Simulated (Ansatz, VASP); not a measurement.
# B2C in VASP and in Ansatz

```
B C
1.0
     3.26602    0.00000    0.00000
    -1.63301    2.82846    0.00000
     0.00000    0.00000    1.95283
B C
2 1
Direct
  0.33333 0.66667 0.50000
  0.66667 0.33333 0.50000
  0.00000 0.00000 0.50000
```

Alike in both runs: functional PBE; k mesh 6 × 6 × 7; occupations gaussian, width 0.2 eV; no spin polarisation.

Ansatz relaxed the structure, and its values are those at the end. VASP's run is a single point on that final structure, the one shown.

|  | VASP | Ansatz |
| --- | --- | --- |
| version | VASP 6.6.1 | Ansatz 0.2.0 |
| potentials or method | VASP PAW PBE potentials, release 64 (B, C), cutoff 600 eV | scalar-relativistic, plane waves, PAW |
| valence electrons in the cell | 10 | 10 |

Ansatz gave:

| Property | Result |
| --- | --- |
| gap on the k mesh at the Fermi level (eV) | none |
| pressure (GPa) | -0.4 |

**Question.** Which values does VASP return?

**Answer.** gap on the k mesh at the Fermi level (eV): none; pressure (GPa): -0.5.

A gap of «none» marks a metal or a gap that the smearing closes.

The k mesh is coarse, so the values compare programs but aren't converged.
